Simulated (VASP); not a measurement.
The system is ZnHgO2.

```
CELL_PARAMETERS angstrom
3.32639 0.00000 0.00000
0.00000 3.32639 0.00000
0.00000 0.00000 5.19307
ATOMIC_POSITIONS crystal
Zn 0.00000 0.00000 0.00000
O 0.00000 0.50000 0.20343
O 0.50000 0.00000 0.79657
Hg 0.50000 0.50000 0.50000
```

Base run:

| Item | Value |
| --- | --- |
| Program | VASP 6.6.1 |
| Functional | r2SCAN |
| Potentials or basis | VASP PAW PBE potentials, release 64 (Zn, O, Hg_sv_GW) |
| Cutoff | 660 eV |
| k mesh | 6 × 6 × 4 |
| Occupations | fermi-dirac, width 0.02 eV |
| Spin | no spin polarisation |

Its results: band gap on the k mesh zero (filled and empty bands touch); pressure 0.1 GPa; largest force 0.060 eV/Å.

Question: The run is repeated on the same cell with these changes: functional from r2SCAN to PBE; cutoff from 660 eV to 600 eV; k mesh from 6 × 6 × 4 to 8 × 8 × 6. What comes out?

Answer: Band gap on the k mesh zero (filled and empty bands touch); pressure 5.3 GPa; largest force 0.072 eV/Å.

Several settings changed at once, so the effect can't be laid on one alone.

Caveats: spin-orbit coupling is left out, which moves the levels of the heavy elements; the PAW data sets were made with another functional, which shifts forces and pressure a little (some runs).
